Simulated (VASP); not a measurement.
# GaN: single point with PBE

GaN:

```
CELL_PARAMETERS angstrom
0.00000 2.13524 2.13524
2.13524 0.00000 2.13524
2.13524 2.13524 0.00000
ATOMIC_POSITIONS crystal
Ga 0.00000 0.00000 0.00000
N 0.50000 0.50000 0.50000
```

```
Program                : VASP 6.6.1
Task                   : single point
Functional             : PBE
Potentials or basis    : VASP PAW PBE potentials, release 64 (Ga_d, N)
Cutoff                 : 520 eV
k mesh                 : 11 × 11 × 11
Occupations            : gaussian, width 0.011 eV
Spin                   : no spin polarisation
Dipole correction      : no
Further INCAR settings : ALGO = Normal; EDIFF = 1e-06; NBANDS = 16
```

| Quantity | Value |
| --- | --- |
| Pressure | 0.4 GPa |
| Band gap on the k mesh | 0.54 eV, indirect (least direct gap 2.37 eV) |

Levels at points of the mesh, in eV from the valence-band top:
```csv
k point,band 6,band 7,band 8,band 9,band 10,band 11,band 12,band 13
"(0.00, 0.00, 0.00)",-13.92,-0.49,-0.49,-0.49,1.88,14.53,14.53,14.53
```

It took 6.1 s on 1 thread of Intel(R) Xeon(R) 6975P-C (Granite Rapids) (shared host), peak memory 0.14 GiB.

A k mesh can miss the band edges. A hybrid or GW would open this gap; PBE tends to underestimate it.
